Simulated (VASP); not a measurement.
Input of a VASP 6.6.1 run:

File INCAR:

```
SYSTEM = NbB2
ALGO = Normal
EDIFF = 1E-6
ENCUT = 500
GGA = PS
GGA_COMPAT = .FALSE.
ISIF = 2
ISMEAR = 0
LASPH = .TRUE.
LCHARG = .FALSE.
LREAL = .FALSE.
LWAVE = .FALSE.
NBANDS = 16
NELM = 120
PREC = Accurate
SIGMA = 0.1
```

File KPOINTS:

```
k-points
0
G
  6 6 6
  0 0 0
```

POSCAR

```
NbB2
1.0
    3.1000000000      0.0000000000      0.0000000000
   -1.5500000000      2.6846788000      0.0000000000
    0.0000000000      0.0000000000      3.2900000000
Nb B
1 2
Direct
    0.0000000000      0.0000000000      0.0000000000
    0.3333333000      0.6666667000      0.5000000000
    0.6666667000      0.3333333000      0.5000000000
```

Potentials or basis: VASP PAW PBE potentials, release 64 (Nb_sv, B).

The run is started by

```console
$ cat potpaw_PBE.64/Nb_sv/POTCAR potpaw_PBE.64/B/POTCAR > POTCAR
$ mpirun -np 1 vasp_std > vasp.out
```

(1) What does it give for the pressure?

Answers

(1) -0.9 GPa.

Caveat: the k points lie up to 0.39 Å⁻¹ apart; the PAW data sets were made with another functional, which shifts forces and pressure a little.
